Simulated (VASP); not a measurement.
**H3C18N: single point with PBE+D3(BJ)**

Slab: H3C18N, a slab with vacuum.

```
C N H
1.0
     7.39800    0.00000    0.00000
    -3.69900    6.40686    0.00000
     0.00000    0.00000   12.00000
C N H
18 1 3
Direct
  0.00086 0.99341 0.05788
  0.22390 0.10497 0.05794
  0.00038 0.32854 0.05759
  0.22445 0.44056 0.05790
  0.00259 0.66241 0.05732
  0.22215 0.77213 0.05773
  0.33369 0.99517 0.05794
  0.55775 0.10721 0.05780
  0.33598 0.32902 0.05792
  0.55560 0.43891 0.05764
  0.33425 0.66018 0.05793
  0.55731 0.77164 0.05797
  0.66929 0.99564 0.05794
  0.88888 0.10543 0.05788
  0.66758 0.32688 0.05733
  0.89064 0.43843 0.05707
  0.66714 0.66190 0.05773
  0.89108 0.77386 0.05761
  0.83490 0.47386 0.33219
  0.82741 0.44032 0.41525
  0.70639 0.35134 0.29673
  0.96009 0.46650 0.30173
```

```json
{
  "Program": "VASP 6.6.1",
  "Task": "single point",
  "Functional": "PBE",
  "Dispersion": "D3(BJ)",
  "Potentials or basis": "VASP PAW PBE potentials, release 64 (C, N, H)",
  "Cutoff": "520 eV",
  "k mesh": "2 × 2 × 1",
  "Occupations": "gaussian, width 0.05 eV",
  "Spin": "no spin polarisation",
  "Dipole correction": "no",
  "Further INCAR settings": "LREAL = Auto; ALGO = Normal; EDIFF = 1e-06; NBANDS = 57"
}
```

The largest force is 0.072 eV/Å. The band gap on the k mesh is 0.22 eV, direct and the dispersion energy per atom is -0.080 eV.

Forces on the atoms (eV/Å):
```
C   -0.011  0.000  0.001
C    0.004  0.016 -0.002
C    0.007  0.012  0.005
C   -0.004 -0.005 -0.001
C    0.000 -0.007  0.007
C    0.007 -0.011 -0.001
C    0.005  0.009 -0.002
C   -0.010  0.002  0.003
C    0.009 -0.008  0.001
C   -0.001 -0.011  0.001
C   -0.010  0.000  0.000
C    0.006  0.011  0.004
C    0.004 -0.013 -0.004
C    0.006 -0.008  0.004
C   -0.014  0.005  0.000
C    0.004  0.011 -0.003
C    0.007  0.002  0.001
C   -0.010  0.000 -0.002
N    0.034 -0.062  0.013
H   -0.014  0.022 -0.002
H   -0.015  0.015 -0.011
H   -0.006  0.023 -0.012
```

Levels at points of the mesh, in eV from the valence-band top:
```csv
k point,band 38,band 39,band 40,band 41,band 42,band 43
"(0.00, 0.00, 0.00)",-1.86,-0.01,0.00,0.22,0.22,2.96
"(0.50, 0.00, 0.00)",-2.52,-2.25,-1.85,1.78,2.59,2.60
"(0.00, 0.50, 0.00)",-2.52,-2.26,-1.85,1.79,2.59,2.59
"(0.50, 0.50, 0.00)",-2.52,-2.25,-1.85,1.79,2.59,2.59
```

Run time: 3.4 min on 1 thread of Intel(R) Xeon(R) 6975P-C (Granite Rapids), on a shared host, peak memory 0.6 GiB.

Caveat: the k points lie up to 0.49 Å⁻¹ apart.
